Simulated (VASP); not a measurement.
Input of a VASP 6.6.1 run:

The input INCAR:

```
SYSTEM = In
PREC = Accurate ; ENCUT = 520
EDIFF = 1E-6 ; ISMEAR = -1
SIGMA = 0.1 ; LREAL = .FALSE.
LASPH = .TRUE. ; NELM = 100
ALGO = Normal ; ISIF = 2
LWAVE = .FALSE. ; LCHARG = .FALSE.
GGA = PE ; NBANDS = 12
```

The input KPOINTS:

```
regular mesh
0
G
  8 8 8
  0 0 0
```

POSCAR

```
In
1.0
   -1.5830082712      1.5830082712      2.7539281341
    1.5830082712     -1.5830082712      2.7539281341
    1.5830082712      1.5830082712     -2.7539281341
In
1
Direct
    0.0000000000      0.0000000000      0.0000000000
```

Potentials or basis: VASP PAW PBE potentials, release 64 (In_d).

The run is started by

```console
$ cat potpaw_PBE.64/In_d/POTCAR > POTCAR
$ mpirun -np 1 vasp_std > vasp.out
```

Task: What does it give for the pressure?

Result: -0.1 GPa.

Stress tensor (GPa, compression positive):
```
 0.04  0.00  0.00
 0.00  0.04  0.00
 0.00  0.00 -0.52
```
